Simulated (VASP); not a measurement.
The system is HfB.

```
Hf B
1.0
     0.00000    2.31000    2.31000
     2.31000    0.00000    2.31000
     2.31000    2.31000    0.00000
Hf B
1 1
Direct
  0.50000 0.50000 0.50000
  0.00000 0.00000 0.00000
```

Base run:

```yaml
Program: VASP 6.6.1
Functional: revPBE
Potentials_or_basis: VASP PAW PBE potentials, release 64 (Hf_pv, B)
Cutoff: 520 eV
k_mesh: 10 × 10 × 10
Occupations: fermi-dirac, width 0.05 eV
Spin: no spin polarisation
```

Its results: pressure 33.3 GPa.

The run is repeated on the same cell with these changes: functional from revPBE to r2SCAN. What comes out?

Pressure 29.6 GPa.

Caveats: the PAW data sets were made with another functional, which shifts forces and pressure a little.
